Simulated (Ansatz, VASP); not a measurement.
TiB2: VASP beside Ansatz

The input INCAR:

```
ALGO = Normal
EDIFF = 1E-7
ENCUT = 520
GGA = PE
ISIF = 2
ISMEAR = -1
LASPH = T
LCHARG = F
LREAL = F
LWAVE = F
NBANDS = 16
NELM = 100
PREC = Accurate
SIGMA = 0.08
```

File KPOINTS:

```
k-points
0
Gamma
  11 11 9
```

POSCAR

```
TiB2
1.0
    3.0322422858      0.0000000000      0.0000000000
   -1.5161211429      2.6259988499      0.0000000000
    0.0000000000      0.0000000000      3.2239730684
Ti B
1 2
Direct
    0.0000000000      0.0000000000      0.0000000000
    0.3333333333      0.6666666667      0.5000000000
    0.6666666667      0.3333333333      0.5000000000
```

Input for Ansatz:

```yaml
crystal:
  lattice:
    - [3.0322422858, 0.0, 0.0]
    - [-1.5161211429, 2.6259988499, 0.0]
    - [0.0, 0.0, 3.2239730684]
  atoms:
    - { symbol: Ti, position: [0.0, 0.0, 0.0] }
    - { symbol: B, position: [0.3333333333, 0.6666666667, 0.5] }
    - { symbol: B, position: [0.6666666667, 0.3333333333, 0.5] }
kpoints:
  mp_grid: { grid: [11, 11, 9] }
  band_path:
    path:
      - [0.0, 0.0, 0.0]
      - [0.5, 0.0, 0.0]
      - [0.3333333333, 0.3333333333, 0.0]
      - [0.0, 0.0, 0.0]
      - [0.0, 0.0, 0.5]
      - [0.5, 0.0, 0.5]
      - [0.3333333333, 0.3333333333, 0.5]
      - [0.0, 0.0, 0.5]
      - [0.5, 0.0, 0.5]
    npoints: 8
scf:
  occupations: { method: fermi_dirac, width: 0.08 }
hamiltonian:
  xc: pbe
  pseudopotentials: { kind: paw }
output:
  forces: true
  stress: true
  eigenvalues: true
  populations: true
  dos: { projected: true, de: 0.2, e_range: [-14, 8] }
```

Change from the starting cell: volume scaled by 1, PAW files.

Alike in both runs: task single point; functional PBE; k mesh 11 × 11 × 9; occupations fermi-dirac, width 0.08 eV; no spin polarisation.

|  | VASP | Ansatz |
| --- | --- | --- |
| version | VASP 6.6.1 | Ansatz 0.2.0 |
| potentials or method | VASP PAW PBE potentials, release 64 (Ti_sv, B) | PAW with Ansatz's default frozen-core files, scalar-relativistic |
| plane-wave cutoff (eV) | 520 | 420 |
| valence electrons in the cell | 18 | 18 |

```tsv
	VASP	Ansatz	Ansatz less VASP
pressure (GPa)	0.2	0.0	-0.18
```
